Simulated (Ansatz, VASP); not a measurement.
**Hf in VASP and in Ansatz**

```
CELL_PARAMETERS angstrom
0.00000 1.97789 2.79674
1.97789 0.00000 2.79674
1.97789 1.97789 0.00000
ATOMIC_POSITIONS crystal
Hf 0.00000 0.00000 0.00000
```

Alike in both runs: task single point; functional LDA; k mesh 20 × 20 × 20; occupations gaussian, width 0.15 eV; no spin polarisation.

|  | VASP | Ansatz |
| --- | --- | --- |
| version | VASP 6.6.1 | Ansatz 0.2.0 |
| potentials or method | VASP PAW LDA potentials, release 64 (Hf_pv), cutoff 520 eV | scalar-relativistic, plane waves, PAW |
| valence electrons in the cell | 10 | 26 |

VASP gave:

```
gap on the k mesh at the Fermi level (eV)                     : none
pressure (GPa)                                                : -5.9
traceless stress, the component that is largest in VASP (GPa) : -11.44
```

Task: Which values does Ansatz return?

Result: gap on the k mesh at the Fermi level (eV): none; pressure (GPa): -5.8; traceless stress, the component that is largest in VASP (GPa): -11.65.

LDA's correlation is that of Perdew and Zunger in VASP and of Perdew and Wang (1992) in Ansatz. A gap of «none» marks a metal or a gap that the smearing closes. VASP's potentials hold 10 valence electrons a cell and Ansatz's 26, so a difference there can come from the potentials and not from the codes.

Spin-orbit coupling is off throughout.
